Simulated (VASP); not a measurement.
TaAs:

```
As Ta
1.0
     0.00000    3.48808    0.00000
     3.48808    0.00000    0.00000
     1.74404    1.74404   -5.90155
As Ta
2 2
Cartesian
  1.7440 1.7440 -0.9915
  3.4881 1.7440 -3.9422
  0.0000 0.0000 0.0000
  1.7440 3.4881 -2.9508
```

* Program: VASP 6.6.1
* Task: relaxation of cell and atoms
* Functional: r2SCAN
* Potentials or basis: VASP PAW PBE potentials, release 64 (As, Ta_pv)
* Cutoff: 600 eV
* k mesh: 8 × 8 × 8
* Occupations: methfessel-paxton, width 0.0659 eV
* Spin: no spin polarisation

At the start: pressure -5.6 GPa; volume 17.95 Å³/atom.

Problem. How do energy, volume and symmetry change on relaxing?

Solution. Over 6 steps the energy falls by 11.6 meV/atom and the volume is 17.40 Å³/atom (-3.1 %); space group I4_1md (No. 109, to 0.1 Å) before and after.

The path:
| step | energy change (eV) | largest force (eV/Å) | pressure (GPa) | volume (Å³) |
| --- | --- | --- | --- | --- |
| 1 | 0.0000 | 0.2031 | -5.57 | 71.80 |
| 2 | 0.1167 | 0.0840 | 13.25 | 65.50 |
| 3 | -0.0448 | 0.1285 | 0.11 | 69.55 |
| 4 | -0.0449 | 0.1268 | 0.24 | 69.50 |
| 5 | -0.0463 | 0.0364 | -0.01 | 69.61 |
| 6 | -0.0465 | 0.0016 | 0.04 | 69.58 |

Final structure:
```
As Ta
1.0
     0.00000    3.44192    0.00000
     3.44192    0.00000    0.00000
     1.72096    1.72096   -5.87365
As Ta
2 2
Cartesian
  1.7210 1.7210 -0.9791
  3.4419 1.7210 -3.9159
  3.4419 3.4419 -0.0077
  1.7210 3.4419 -2.9445
```

Caveat: the PAW data sets were made with another functional, which shifts forces and pressure a little.
